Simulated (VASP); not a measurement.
# Ni (Fmmm) in VASP: single point with PBE

Aim: the single point of Ni with PBE.

Program: VASP 6.6.1. These are calculated values, not measurements. Logs are shortened: lines on timing, memory, paths and dates and some standing lists are left out, and cuts for length are marked.

### Step 1. The cell of the first run

Symmetry: Fmmm, No. 69, orthorhombic system. Conventional cell: a = 2.800 Å, b = 3.881 Å, c = 4.040 Å, α = 90.00°, β = 90.00°, γ = 90.00°. Within 3.2 Å of Ni (site symmetry mmm) lie 14 Ni at 2.39 to 2.80 Å.

### Step 2. Single point, PBE, collinear spin, ferromagnetic start (strain -0.0400 x Voigt [0, 0, 0, 0, 1, 0])

INCAR reads:

```
SYSTEM = Ni
ALGO = Normal
EDIFF = 1E-6
ENCUT = 520
GGA = PE
ISIF = 2
ISMEAR = 0
ISPIN = 2
KPAR = 4
LASPH = .True.
LCHARG = .True.
LMAXMIX = 4
LORBIT = 11
LREAL = .False.
LVHAR = .True.
LWAVE = .False.
MAGMOM = 0.64
NBANDS = 15
NELM = 150
PREC = Accurate
SIGMA = 0.15
```

KPOINTS reads:

```
k-points
0
Gamma
  30 30 30
  0 0 0
```

POSCAR reads:

```
Ni
1.0
   -1.4282445983      1.4002398023      1.4282445983
    1.3722350063     -1.4002398023      1.3722350063
    1.4282445983      1.4002398023     -1.4282445983
Ni
1
Direct
    0.0000000000      0.0000000000      0.0000000000
```

Potentials or basis: VASP PAW PBE potentials, release 64 (Ni).

The run is started by

```
cat potpaw_PBE.64/Ni/POTCAR > POTCAR
mpirun -np 4 vasp_std > vasp.out
```

OUTCAR:

```text
SYSTEM = Ni
   EDIFF = 1E-6
   ENCUT = 520
   GGA = PE
   ISIF = 2
   ISMEAR = 0
   ISPIN = 2
   LASPH = .True.
   LORBIT = 11
   LREAL = .False.
   NELM = 150
   PREC = Accurate

 ion  position               nearest neighbor table
   1  0.000  0.000  0.000-

  LATTYP: Found a face centered orthorhombic cell.
 ALAT       =     2.8004796046
 B/A-ratio  =     1.3859292912
 C/A-ratio  =     1.4424978336

  Lattice vectors:

 A1 = (   2.8004796046,   0.0000000000,  -0.0560095920)
 A2 = (   1.4282445983,   1.4002398023,  -1.4282445983)
 A3 = (   1.3722350063,   1.4002398023,   1.3722350063)

Analysis of symmetry for initial positions (statically):
=====================================================================
 Subroutine PRICEL returns:
 Original cell was already a primitive cell.

 Routine SETGRP: Setting up the symmetry group for a
 face centered orthorhombic supercell.

 Subroutine GETGRP returns: Found  8 space group operations
 (whereof  8 operations were pure point group operations)
 out of a pool of  8 trial point group operations.

The static configuration has the point symmetry D_2h.

Analysis of symmetry for dynamics (positions and initial velocities):
=====================================================================
 Subroutine PRICEL returns:
 Original cell was already a primitive cell.

 Routine SETGRP: Setting up the symmetry group for a
 face centered orthorhombic supercell.

 Subroutine GETGRP returns: Found  8 space group operations
 (whereof  8 operations were pure point group operations)
 out of a pool of  8 trial point group operations.

The dynamic configuration has the point symmetry D_2h.

Analysis of structural, dynamic, and magnetic symmetry:
=====================================================================
 Subroutine PRICEL returns:
 Original cell was already a primitive cell.

 Routine SETGRP: Setting up the symmetry group for a
 face centered orthorhombic supercell.

 Subroutine GETGRP returns: Found  8 space group operations
 (whereof  8 operations were pure point group operations)
 out of a pool of  8 trial point group operations.

The overall configuration has the point symmetry D_2h.

 Subroutine INISYM returns: Found  8 space group operations
 (whereof  8 operations are pure point group operations),
 and found     1 'primitive' translations

----------------------------------------------------------------------------------------

                                     Primitive cell

  volume of cell :      10.9772

  direct lattice vectors                    reciprocal lattice vectors
    -1.428244598  1.400239802  1.428244598     0.007144492  0.357081694  0.357224583
     1.372235006 -1.400239802  1.372235006     0.364369075  0.000000000  0.364369075
     1.428244598  1.400239802 -1.428244598     0.357224583  0.357081694  0.007144492

  length of vectors
     2.457730003  2.393058572  2.457730003     0.505141349  0.515295688  0.505141349

  position of ions in fractional coordinates (direct lattice)
     0.000000000  0.000000000  0.000000000

  ion indices of the primitive-cell ions
   primitive index   ion index
                 1           1

----------------------------------------------------------------------------------------

 KPOINTS: k-points

Automatic generation of k-mesh.
 Grid dimensions read from file:
 generate k-points for:   30   30   30

 Generating k-lattice:

  Cartesian coordinates                     Fractional coordinates (reciprocal lattice)
     0.000238150  0.011902723  0.011907486     0.033333333  0.000000000  0.000000000
     0.012145636  0.000000000  0.012145636     0.000000000  0.033333333  0.000000000
     0.011907486  0.011902723  0.000238150     0.000000000  0.000000000  0.033333333

  Length of vectors
     0.016838045  0.017176523  0.016838045

  Shift w.r.t. Gamma in fractional coordinates (k-lattice)
     0.000000000  0.000000000  0.000000000

 Subroutine IBZKPT returns following result:
 ===========================================

 Found   3736 irreducible k-points:

 Following reciprocal coordinates:
            Coordinates               Weight
  0.000000  0.000000  0.000000      1.000000
  0.033333  0.000000 -0.000000      8.000000
  0.066667  0.000000  0.000000      8.000000
  0.100000  0.000000 -0.000000      8.000000
  0.133333  0.000000  0.000000      8.000000
  0.166667  0.000000 -0.000000      8.000000
[... 16 lines left out ...]
  0.200000  0.033333 -0.000000      8.000000
  0.233333  0.033333  0.000000      8.000000
 [... further k-points ...]
   k-points           NKPTS =   3736   k-points in BZ     NKDIM =   3736   number of bands    NBANDS=     15
   number of dos      NEDOS =    301   number of ions     NIONS =      1
   total plane-waves  NPLWV =   5832
   dimension x,y,z NGX =    18 NGY =   18 NGZ =   18
   dimension x,y,z NGXF=    36 NGYF=   36 NGZF=   36
   ions per type =               1
   NGX,Y,Z   is equivalent  to a cutoff of  12.18, 12.50, 12.18 a.u.
   NGXF,Y,Z  is equivalent  to a cutoff of  24.35, 25.01, 24.35 a.u.
 SYSTEM =  Ni
   PREC   = accura    normal or accurate (medium, high low for compatibility)
   ISTART =      0    job   : 0-new  1-cont  2-samecut
   ICHARG =      2    charge: 1-file 2-atom 10-const
   ISPIN  =      2    spin polarized calculation?
   LNONCOLLINEAR =      F non collinear calculations
   LSORBIT =      F    spin-orbit coupling
   LASPH  =      T    aspherical Exc in radial PAW
   ENCUT  =  520.0 eV  38.22 Ry    6.18 a.u.   4.57  4.45  4.57*2*pi/ulx,y,z
   NELM   =    150;   NELMIN=  2; NELMDL= -5     # of ELM steps
   EDIFF  = 0.1E-05   stopping-criterion for ELM
   LREAL  =      F    real-space projection
   EDIFFG = 0.1E-04   stopping-criterion for IOM
   NSW    =      0    number of steps for IOM
   IBRION =     -1    ionic relax: 0-MD 1-quasi-New 2-CG
   NFREE  =      0    steps in history (QN), initial steepest desc. (CG)
   ISIF   =      2    stress and relaxation
   ISYM   =      2    0-nonsym 1-usesym 2-fastsym
   POTIM  = 0.5000    time-step for ionic-motion
   TEBEG  =    0.0;   TEEND  =   0.0 temperature during run
   PSTRESS=    0.0 pullay stress
   NELECT =      10.0000    total number of electrons
   NUPDOWN=      -1.0000    fix difference up-down
   EMIN   =  10.00;   EMAX   =-10.00  energy-range for DOS
   EFERMI =   0.00;   METHOD = LEGACY
   ISMEAR =     0;   SIGMA  =   0.15  broadening in eV -4-tet -1-fermi 0-gaus
   EFERMI_NEDOS =   21; number of points for ismear=-14 and -15
   IALGO  =     38    algorithm
   IMIX   =      4    mixing-type and parameters
     AMIX     =   0.40;   BMIX     =  1.00
     AMIX_MAG =   1.60;   BMIX_MAG =  1.00
  volume/ion in A,a.u.               =      10.98        74.08
  Fermi-wavevector in a.u.,A,eV,Ry     =   1.587000  2.998996 34.267223  2.518570
  Thomas-Fermi vector in A             =   2.686225
   LORBIT       =     11    0 simple, 1 ext, 2 COOP (PROOUT), +10 PAW based schemes
   GGA     = PE    functional components
   LHFCALC =     F    Hartree Fock is set to
   AEXX    =    0.0000 exact exchange contribution
   IVDW    =     0    specifies the selected vdW correction
   LEPSILON=     F    determine dielectric tensor
   LRPA    =     F    only Hartree local field effects (RPA)
 spin polarized calculation
 Gauss-broadening in eV      SIGMA  =   0.15
  energy-cutoff  :      520.00
  volume of cell :       10.98
 maximum number of plane-waves:       321
   NGX =  9   NGY =  9   NGZ =  9

 number of electron      10.0000000 magnetization       0.6400000

 number of electron       9.9999995 magnetization       0.5480994

 Free energy of the ion-electron system (eV)
  ---------------------------------------------------
  ext. energy  EPLUGINS =         0.00000000
  ---------------------------------------------------
  free energy    TOTEN  =        -5.37668284 eV

  energy without entropy =       -5.35832767  energy(sigma->0) =       -5.36750525

 E-fermi :   9.1255     XC(G=0): -13.1970

 val. band max:        9.1254544790   @ k =  -0.3333   0.1667  -0.0000
 cond. band min:       9.1254691582   @ k =   0.4667  -0.3000   0.0667
 fundamental gap:      0.0000146791
 Fermi energy:         9.1254578563

 spin component 1

 k-point     1 :       0.0000    0.0000    0.0000
  band No.  band energies     occupation
      1       0.3002      1.00000
      2       6.7015      1.00000
      3       6.8475      1.00000
      4       7.0192      1.00000
      5       8.2582      1.00000
      6       8.2732      1.00000
      7      34.8166      0.00000
      8      35.5052      0.00000
      9      35.9998      0.00000
     10      39.8075      0.00000
     11      40.3427      0.00000
     12      40.4963      0.00000
     13      41.2258      0.00000
     14      41.9776      0.00000
[... 401 lines left out ...]
      2       6.3926      1.00000
      3       6.7795      1.00000
      4       7.8893      1.00000
      5       8.0286      1.00000
      6       8.3206      1.00000
      7      24.7182      0.00000
      8      30.7785      0.00000
      9      32.5642      0.00000
     10      33.8992      0.00000
     11      37.1349      0.00000
     12      40.5379      0.00000
     13      44.4449      0.00000
     14      47.8578      0.00000
     15      51.3216      0.00000

 [... further k-points ...]

 Fermi energy:         9.1254578563

 spin component 2

 k-point     1 :       0.0000    0.0000    0.0000
  band No.  band energies     occupation
      1       0.2861      1.00000
      2       7.3584      1.00000
      3       7.5075      1.00000
      4       7.6893      1.00000
      5       8.7425      0.99985
      6       8.7560      0.99975
      7      34.7186      0.00000
      8      35.4043      0.00000
      9      35.9046      0.00000
     10      39.7811      0.00000
     11      40.2701      0.00000
     12      40.6751      0.00000
     13      41.4043      0.00000
     14      42.1195      0.00000
[... 401 lines left out ...]
      2       7.0225      1.00000
      3       7.3266      1.00000
      4       8.5450      1.00000
      5       8.5884      1.00000
      6       8.8130      0.99839
      7      24.8282      0.00000
      8      30.7476      0.00000
      9      32.6891      0.00000
     10      33.9598      0.00000
     11      37.2048      0.00000
     12      40.5414      0.00000
     13      44.4678      0.00000
     14      47.9029      0.00000
     15      51.4576      0.00000

 [... further k-points ...]

------------------------ aborting loop because EDIFF is reached ----------------------------------------

  FORCE on cell =-STRESS in cart. coord.  units (eV):
  Direction    XX          YY          ZZ          XY          YZ          ZX
  --------------------------------------------------------------------------------------
  -------------------------------------------------------------------------------------
  Total        0.0156300      0.0363073      0.0156300      0.0000000      0.0000000      0.4121193
  in kB        2.2812617      5.2992096      2.2812617      0.0000000      0.0000000     60.1506059
  external PRESSURE =       3.2872443 kB  Pullay stress =       0.0000000 kB

 VOLUME and BASIS-vectors are now :
 -----------------------------------------------------------------------------
  energy-cutoff  :      520.00
  volume of cell :       10.98
      direct lattice vectors                 reciprocal lattice vectors
    -1.428244598  1.400239802  1.428244598     0.007144492  0.357081694  0.357224583
     1.372235006 -1.400239802  1.372235006     0.364369075  0.000000000  0.364369075
     1.428244598  1.400239802 -1.428244598     0.357224583  0.357081694  0.007144492

 POSITION                                       TOTAL-FORCE (eV/Angst)
 -----------------------------------------------------------------------------------
      0.00000      0.00000      0.00000        -0.000000      0.000000      0.000000
 -----------------------------------------------------------------------------------
    total drift:                                0.000000     -0.000000      0.000000

  FREE ENERGIE OF THE ION-ELECTRON SYSTEM (eV)
  ---------------------------------------------------
  free  energy   TOTEN  =        -5.3766828394 eV

  energy  without entropy=       -5.3583276667  energy(sigma->0) =       -5.36750525

 total charge

# of ion       s       p       d       tot
------------------------------------------
    1        0.488   0.481   8.331   9.301

 magnetization (x)

# of ion       s       p       d       tot
------------------------------------------
    1       -0.004  -0.017   0.578   0.557
```

It took 4.7 min on 4 MPI ranks of Oxide Virtual Turin-like, shared host; peak memory 0.88 GiB.

What came out:

```
Free energy                                           : -5.3767 eV
Pressure                                              : 0.3 GPa
Net moment                                            : 0.55 μB per cell
Site moments                                          : Ni +0.56 μB
Valence electrons inside the program's atomic spheres : Ni 9.30
```

Caveat: the cell differs from its parent crystal (strain -0.0400 x Voigt [0, 0, 0, 0, 1, 0]).
